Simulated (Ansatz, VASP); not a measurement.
## Two plane-wave programs on C

```
CELL_PARAMETERS angstrom
2.44481 0.00000 0.00000
-1.22240 2.11727 0.00000
0.00000 0.00000 20.31257
ATOMIC_POSITIONS crystal
C 0.00000 0.00000 0.91969
C 0.33333 0.66667 0.91966
C 0.00000 0.00000 0.74701
C 0.33333 0.66667 0.74698
C 0.66667 0.33333 0.25302
C 0.00000 0.00000 0.25299
C 0.66667 0.33333 0.08034
C 0.00000 0.00000 0.08031
C 0.33333 0.66667 0.58635
C 0.66667 0.33333 0.58633
C 0.33333 0.66667 0.41367
C 0.66667 0.33333 0.41365
```

Change from the starting cell: strain along c alone, the other axes held, atoms relaxed: -2.0 %.

Alike in both runs: functional LDA; k mesh 18 × 18 × 2; occupations gaussian, width 0.01 eV; no spin polarisation.

Ansatz relaxed the structure, and its values are those at the end. VASP's run is a single point on that final structure, the one shown.

|  | VASP | Ansatz |
| --- | --- | --- |
| version | VASP 6.6.1 | Ansatz 0.2.0 |
| potentials or method | VASP PAW LDA potentials, release 64 (C), cutoff 520 eV | scalar-relativistic, plane waves, PAW |
| valence electrons in the cell | 48 | 48 |

```csv
,VASP,Ansatz,Ansatz less VASP
gap on the k mesh at the Fermi level (eV),0.26,0.26,-0.001
least direct gap on the mesh (eV),0.26,0.26,-0.001
pressure (GPa),0.9,0.1,-0.80
```

LDA's correlation is that of Perdew and Zunger in VASP and of Perdew and Wang (1992) in Ansatz. Ansatz's warnings: stress scf threshold loose.
